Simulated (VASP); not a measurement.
A run of VASP 6.6.1 is set up as follows.

File INCAR:

```
SYSTEM = C
ALGO = Normal ; EDIFF = 1E-6
ENCUT = 520 ; GGA = PE
ISIF = 2 ; ISMEAR = -1
LASPH = .True. ; LCHARG = .True.
LELF = .True. ; LREAL = .False.
LVHAR = .True. ; LWAVE = .False.
NBANDS = 8 ; NELM = 60
PREC = Accurate ; SIGMA = 0.08
```

File KPOINTS:

```
k-points
0
Gamma
  22 22 20
  0 0 0
```

POSCAR

```
C
1.0
    2.0263881808      0.0000000000      0.0000000000
   -1.0131940904      1.7549036425      0.0000000000
    0.0000000000      0.0000000000      1.5726832056
C
1
Direct
    0.0000000000      0.0000000000      0.0000000000
```

Potentials or basis: VASP PAW PBE potentials, release 64 (C).

Run with:

```console
$ cat potpaw_PBE.64/C/POTCAR > POTCAR
$ mpirun -np 1 vasp_std > vasp.out
```

(1) What does it give for the band gap on the k mesh?

(2) Estimate the pressure.

Answers

(1) zero (band 2 reaches 18.32 eV, above the bottom of band 3 at 3.44 eV).

(2) 2.3 GPa.
